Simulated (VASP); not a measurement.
# Na (Immm) in VASP: single point with PBE

Aim: the single point of Na with PBE.

Program: VASP 6.6.1. These are calculated values, not measurements. Logs are shortened: lines on timing, memory, paths and dates and some standing lists are left out, and cuts for length are marked.

### 1 The cell of the first run

It takes space group Immm (No. 71, orthorhombic). The conventional cell has a = 3.526 Å, b = 3.807 Å, c = 5.337 Å, α = 90.00°, β = 90.00°, γ = 90.00°. Within 4.6 Å of Na (site symmetry mmm) lie 12 Na at 3.53 to 3.81 Å.

### 2 Single point, PBE (uniaxial strain along a: -6.0 %)

INCAR reads:

```
  ALGO = Fast
  EDIFF = 1E-7
  ENCUT = 520
  GGA = PE
  ISIF = 2
  ISMEAR = 0
  LASPH = True
  LCHARG = False
  LREAL = False
  LWAVE = False
  NBANDS = 14
  NELM = 100
  PREC = Accurate
  SIGMA = 0.1
```

KPOINTS reads:

```
k-points
0
Gamma
  12 12 8
```

POSCAR reads:

```
Na
1.0
    3.5257649367      0.0000000000      0.0000000000
    0.0000000000      3.8070759689      0.0000000000
    0.0000000000      0.0000000000      5.3366534881
Na
2
Direct
    0.0000000000      0.0000000000      0.0000000000
    0.5000000000      0.5000000000      0.5000000000
```

Potentials or basis: VASP PAW PBE potentials, release 64 (Na_pv).

Run with:

```bash
$ cat potpaw_PBE.64/Na_pv/POTCAR > POTCAR
$ mpirun -np 1 vasp_std > vasp.out
```

OUTCAR:

```text
EDIFF = 1E-7
   ENCUT = 520
   GGA = PE
   ISIF = 2
   ISMEAR = 0
   LASPH = True
   LREAL = False
   NELM = 100
   PREC = Accurate

 ion  position               nearest neighbor table
   1  0.000  0.000  0.000-
   2  0.500  0.500  0.500-

  LATTYP: Found a simple orthorhombic cell.
 ALAT       =     3.5257649367
 B/A-ratio  =     1.0797872340
 C/A-ratio  =     1.5136157923

  Lattice vectors:

 A1 = (   3.5257649367,   0.0000000000,   0.0000000000)
 A2 = (   0.0000000000,   3.8070759689,   0.0000000000)
 A3 = (   0.0000000000,   0.0000000000,   5.3366534881)

Analysis of symmetry for initial positions (statically):
=====================================================================
 Subroutine PRICEL returns following result:

  LATTYP: Found a body centered orthorhombic cell.
 ALAT       =     3.5257649367
 B/A-ratio  =     1.0797872340
 C/A-ratio  =     1.5136157923

  Lattice vectors:

 A1 = (  -1.7628824683,  -1.9035379844,  -2.6683267440)
 A2 = (   1.7628824683,   1.9035379844,  -2.6683267441)
 A3 = (   1.7628824683,  -1.9035379845,   2.6683267440)

   2 primitive cells build up your supercell.

 Routine SETGRP: Setting up the symmetry group for a
 simple orthorhombic supercell.

 Subroutine GETGRP returns: Found  8 space group operations
 (whereof  8 operations were pure point group operations)
 out of a pool of  8 trial point group operations.

The static configuration has the point symmetry D_2h.

Analysis of symmetry for dynamics (positions and initial velocities):
=====================================================================
 Subroutine PRICEL returns following result:

  LATTYP: Found a body centered orthorhombic cell.
 ALAT       =     3.5257649367
 B/A-ratio  =     1.0797872340
 C/A-ratio  =     1.5136157923

  Lattice vectors:

 A1 = (  -1.7628824683,  -1.9035379844,  -2.6683267440)
 A2 = (   1.7628824683,   1.9035379844,  -2.6683267441)
 A3 = (   1.7628824683,  -1.9035379845,   2.6683267440)

   2 primitive cells build up your supercell.

 Routine SETGRP: Setting up the symmetry group for a
 simple orthorhombic supercell.

 Subroutine GETGRP returns: Found  8 space group operations
 (whereof  8 operations were pure point group operations)
 out of a pool of  8 trial point group operations.

The dynamic configuration has the point symmetry D_2h.

 Subroutine INISYM returns: Found  8 space group operations
 (whereof  8 operations are pure point group operations),
 and found     2 'primitive' translations

----------------------------------------------------------------------------------------

                                     Primitive cell

  volume of cell :      35.8166

  direct lattice vectors                    reciprocal lattice vectors
    -1.762882468 -1.903537984 -2.668326744    -0.000000000 -0.262668780 -0.187383348
     1.762882468  1.903537984 -2.668326744     0.283626395  0.000000000 -0.187383348
     1.762882468 -1.903537984  2.668326744     0.283626395 -0.262668780  0.000000000

  length of vectors
     3.721717220  3.721717220  3.721717220     0.322656795  0.339935952  0.386573176

  position of ions in fractional coordinates (direct lattice)
     0.000000000  0.000000000  0.000000000

  ion indices of the primitive-cell ions
   primitive index   ion index
                 1           1

----------------------------------------------------------------------------------------

 KPOINTS: k-points

Automatic generation of k-mesh.
 Grid dimensions read from file:
 generate k-points for:   12   12    8

 Generating k-lattice:

  Cartesian coordinates                     Fractional coordinates (reciprocal lattice)
     0.023635533  0.000000000  0.000000000     0.083333333  0.000000000  0.000000000
     0.000000000  0.021889065  0.000000000     0.000000000  0.083333333  0.000000000
     0.000000000  0.000000000  0.023422919     0.000000000  0.000000000  0.125000000

  Length of vectors
     0.023635533  0.021889065  0.023422919

  Shift w.r.t. Gamma in fractional coordinates (k-lattice)
     0.000000000  0.000000000  0.000000000

 Subroutine IBZKPT returns following result:
 ===========================================

 Found    245 irreducible k-points:

 Following reciprocal coordinates:
            Coordinates               Weight
  0.000000  0.000000  0.000000      1.000000
  0.083333  0.000000  0.000000      2.000000
  0.166667  0.000000  0.000000      2.000000
  0.250000  0.000000  0.000000      2.000000
  0.333333  0.000000  0.000000      2.000000
  0.416667  0.000000  0.000000      2.000000
[... 16 lines left out ...]
  0.083333  0.250000  0.000000      4.000000
  0.166667  0.250000  0.000000      4.000000
 [... further k-points ...]
   k-points           NKPTS =    245   k-points in BZ     NKDIM =    245   number of bands    NBANDS=     14
   number of dos      NEDOS =    301   number of ions     NIONS =      2
   total plane-waves  NPLWV =  31360
   dimension x,y,z NGX =    28 NGY =   28 NGZ =   40
   dimension x,y,z NGXF=    56 NGYF=   56 NGZF=   80
   ions per type =               2
   NGX,Y,Z   is equivalent  to a cutoff of  13.20, 12.23, 12.46 a.u.
   NGXF,Y,Z  is equivalent  to a cutoff of  26.40, 24.45, 24.92 a.u.
 SYSTEM =  unknown system
   PREC   = accura    normal or accurate (medium, high low for compatibility)
   ISTART =      0    job   : 0-new  1-cont  2-samecut
   ICHARG =      2    charge: 1-file 2-atom 10-const
   ISPIN  =      1    spin polarized calculation?
   LNONCOLLINEAR =      F non collinear calculations
   LSORBIT =      F    spin-orbit coupling
   LASPH  =      T    aspherical Exc in radial PAW
   ENCUT  =  520.0 eV  38.22 Ry    6.18 a.u.   6.56  7.08  9.92*2*pi/ulx,y,z
   NELM   =    100;   NELMIN=  2; NELMDL= -5     # of ELM steps
   EDIFF  = 0.1E-06   stopping-criterion for ELM
   LREAL  =      F    real-space projection
   EDIFFG = 0.1E-05   stopping-criterion for IOM
   NSW    =      0    number of steps for IOM
   IBRION =     -1    ionic relax: 0-MD 1-quasi-New 2-CG
   NFREE  =      0    steps in history (QN), initial steepest desc. (CG)
   ISIF   =      2    stress and relaxation
   ISYM   =      2    0-nonsym 1-usesym 2-fastsym
   POTIM  = 0.5000    time-step for ionic-motion
   TEBEG  =    0.0;   TEEND  =   0.0 temperature during run
   PSTRESS=    0.0 pullay stress
   NELECT =      14.0000    total number of electrons
   NUPDOWN=      -1.0000    fix difference up-down
   EMIN   =  10.00;   EMAX   =-10.00  energy-range for DOS
   EFERMI =   0.00;   METHOD = LEGACY
   ISMEAR =     0;   SIGMA  =   0.10  broadening in eV -4-tet -1-fermi 0-gaus
   EFERMI_NEDOS =   21; number of points for ismear=-14 and -15
   IALGO  =     68    algorithm
   IMIX   =      4    mixing-type and parameters
     AMIX     =   0.40;   BMIX     =  1.00
     AMIX_MAG =   1.60;   BMIX_MAG =  1.00
  volume/ion in A,a.u.               =      35.82       241.70
  Fermi-wavevector in a.u.,A,eV,Ry     =   0.950049  1.795333 12.280536  0.902594
  Thomas-Fermi vector in A             =   2.078390
   LORBIT       =      0    0 simple, 1 ext, 2 COOP (PROOUT), +10 PAW based schemes
   GGA     = PE    functional components
   LHFCALC =     F    Hartree Fock is set to
   AEXX    =    0.0000 exact exchange contribution
   IVDW    =     0    specifies the selected vdW correction
   LEPSILON=     F    determine dielectric tensor
   LRPA    =     F    only Hartree local field effects (RPA)
 non-spin polarized calculation
 RMM-DIIS sequential band-by-band and
 Gauss-broadening in eV      SIGMA  =   0.10
  energy-cutoff  :      520.00
  volume of cell :       71.63
 maximum number of plane-waves:      1962
 NGX is ok and might be reduce to    28
   NGX = 13   NGY = 15   NGZ = 19

 number of electron      13.9999981 magnetization

 Free energy of the ion-electron system (eV)
  ---------------------------------------------------
  ext. energy  EPLUGINS =         0.00000000
  ---------------------------------------------------
  free energy    TOTEN  =        -2.61151573 eV

  energy without entropy =       -2.60578476  energy(sigma->0) =       -2.60865025

 E-fermi :   0.4331     XC(G=0):  -6.5917

 val. band max:        0.4281184682   @ k =   0.0833   0.1667   0.2500
 cond. band min:       0.4343987844   @ k =   0.5000   0.0000   0.2500
 fundamental gap:      0.0062803162
 Fermi energy:         0.4330704395

 k-point     1 :       0.0000    0.0000    0.0000
  band No.  band energies     occupation
      1     -24.4844      2.00000
      2     -24.4620      2.00000
      3     -24.4605      2.00000
      4     -24.4490      2.00000
      5     -24.4481      2.00000
      6     -24.4474      2.00000
      7      -2.9220      2.00000
      8       2.0365      0.00000
      9       2.5978      0.00000
     10       6.8119      0.00000
     11       7.1255      0.00000
     12       8.8733      0.00000
     13      10.1812      0.00000
     14      11.0071      0.00000

 k-point     2 :       0.0833    0.0000    0.0000
  band No.  band energies     occupation
      1     -24.4836      2.00000
      2     -24.4626      2.00000
      3     -24.4616      2.00000
      4     -24.4515      2.00000
      5     -24.4485      2.00000
      6     -24.4474      2.00000
      7      -2.8350      2.00000
      8       2.1117      0.00000
      9       2.6765      0.00000
     10       6.4010      0.00000
     11       7.1962      0.00000
     12       8.2906      0.00000
     13      11.0936      0.00000
     14      11.2717      0.00000
[... 343 lines left out ...]
      1     -24.4777      2.00000
      2     -24.4678      2.00000
      3     -24.4599      2.00000
      4     -24.4581      2.00000
      5     -24.4529      2.00000
      6     -24.4518      2.00000
      7      -2.1682      2.00000
      8       2.6948      0.00000
      9       2.7074      0.00000
     10       3.6376      0.00000
     11       7.4317      0.00000
     12       7.8393      0.00000
     13       8.3818      0.00000
     14      11.3194      0.00000

 k-point    24 :       0.1667    0.2500    0.0000
  band No.  band energies     occupation
      1     -24.4757      2.00000
      2     -24.4697      2.00000
      3     -24.4626      2.00000
      4     -24.4622      2.00000
      5     -24.4542      2.00000
      6     -24.4535      2.00000
      7      -1.9114      2.00000
      8       2.9214      0.00000
      9       2.9425      0.00000
     10       3.7947      0.00000
     11       6.3187      0.00000
     12       7.6487      0.00000
     13       8.5024      0.00000
     14      10.4028      0.00000

 [... further k-points ...]

------------------------ aborting loop because EDIFF is reached ----------------------------------------

  FORCE on cell =-STRESS in cart. coord.  units (eV):
  Direction    XX          YY          ZZ          XY          YZ          ZX
  --------------------------------------------------------------------------------------
  -------------------------------------------------------------------------------------
  Total        0.3919287     -0.0751883      0.1116317     -0.0000000      0.0000000      0.0000000
  in kB        8.7660453     -1.6816945      2.4968024     -0.0000000      0.0000000      0.0000000
  external PRESSURE =       3.1937177 kB  Pullay stress =       0.0000000 kB

 VOLUME and BASIS-vectors are now :
 -----------------------------------------------------------------------------
  energy-cutoff  :      520.00
  volume of cell :       71.63
      direct lattice vectors                 reciprocal lattice vectors
     3.525764937  0.000000000  0.000000000     0.283626395  0.000000000  0.000000000
     0.000000000  3.807075969  0.000000000     0.000000000  0.262668780  0.000000000
     0.000000000  0.000000000  5.336653488     0.000000000  0.000000000  0.187383348

 POSITION                                       TOTAL-FORCE (eV/Angst)
 -----------------------------------------------------------------------------------
      0.00000      0.00000      0.00000         0.000000      0.000000      0.000000
      1.76288      1.90354      2.66833        -0.000000     -0.000000     -0.000000
 -----------------------------------------------------------------------------------
    total drift:                                0.000000      0.000000      0.000000

  FREE ENERGIE OF THE ION-ELECTRON SYSTEM (eV)
  ---------------------------------------------------
  free  energy   TOTEN  =        -2.6115157338 eV

  energy  without entropy=       -2.6057847571  energy(sigma->0) =       -2.60865025
```

Wall time 99 s (1 thread of Oxide Virtual Turin-like, shared host); peak memory 0.26 GiB.

Results:

| Item | Value |
| --- | --- |
| Free energy | -2.6115 eV |
| Pressure | 0.3 GPa |
| Band gap on the k mesh | zero (bands 7 and 8 overlap by 5.06 eV) |

Stress tensor (GPa, compression positive):
```
 0.88  0.00  0.00
 0.00 -0.17  0.00
 0.00  0.00  0.25
```

Caveat: the cell differs from its parent crystal (uniaxial strain along a: -6.0 %).
